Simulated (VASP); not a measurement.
# Zn: single point with LDA

Zn:

```
CELL_PARAMETERS angstrom
-1.50107 1.50107 1.50107
1.50107 -1.50107 1.50107
1.50107 1.50107 -1.50107
ATOMIC_POSITIONS crystal
Zn 0.00000 0.00000 0.00000
```

```
Program                : VASP 6.6.1
Task                   : single point
Functional             : LDA
Potentials or basis    : VASP PAW LDA potentials, release 64 (Zn)
Cutoff                 : 520 eV
k mesh                 : 15 × 15 × 15
Occupations            : fermi-dirac, width 0.136057 eV
Spin                   : no spin polarisation
Dipole correction      : no
Further INCAR settings : ALGO = Normal; EDIFF = 1e-06; NBANDS = 12
```

The pressure is 1.9 GPa and the band gap on the k mesh is zero (band 6 reaches 7.59 eV, above the bottom of band 7 at 3.16 eV).

Levels at points of the mesh, in eV from the Fermi level:
```
           k point  band 2  band 3  band 4  band 5  band 6  band 7  band 8  band 9  band 10  band 11
(0.00, 0.00, 0.00)   -8.34   -8.34   -8.34   -7.71   -7.71   20.93   20.93   20.93    21.92    21.92
```

It took 21 s on 1 thread of Intel Xeon 8259CL, with other jobs on the host, peak memory 0.13 GiB.
